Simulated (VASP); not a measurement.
Rb: single point with PBE

Crystal: Rb.

```
Rb
1.0
    -2.83590    2.83590    2.83590
     2.83590   -2.83590    2.83590
     2.83590    2.83590   -2.83590
Rb
1
Cartesian
  0.0000 0.0000 0.0000
```

| Quantity | Value |
| --- | --- |
| Program | VASP 6.6.1 |
| Task | single point |
| Functional | PBE |
| Potentials or basis | VASP PAW PBE potentials, release 64 (Rb_sv) |
| Cutoff | 520 eV |
| k mesh | 10 × 10 × 10 |
| Occupations | fermi-dirac, width 0.05 eV |
| Spin | no spin polarisation |

```yaml
Pressure: 0.0 GPa
Band_gap_on_the_k_mesh: zero (an odd number of electrons rules out a gap without spin polarisation)
```

Levels at points of the mesh, in eV from the Fermi level:
```csv
k point,band 3,band 4,band 5,band 6,band 7,band 8
"(0.00, 0.00, 0.00)",-12.95,-12.95,-1.97,3.68,3.68,3.68
"(0.50, 0.00, 0.00)",-12.98,-12.95,0.24,0.78,2.58,4.25
"(0.50, 0.50, 0.50)",-13.02,-13.02,1.26,1.26,3.24,3.24
```

It took 19 s on 1 thread of Intel(R) Xeon(R) 6975P-C (Granite Rapids) (shared host), peak memory 0.24 GiB.
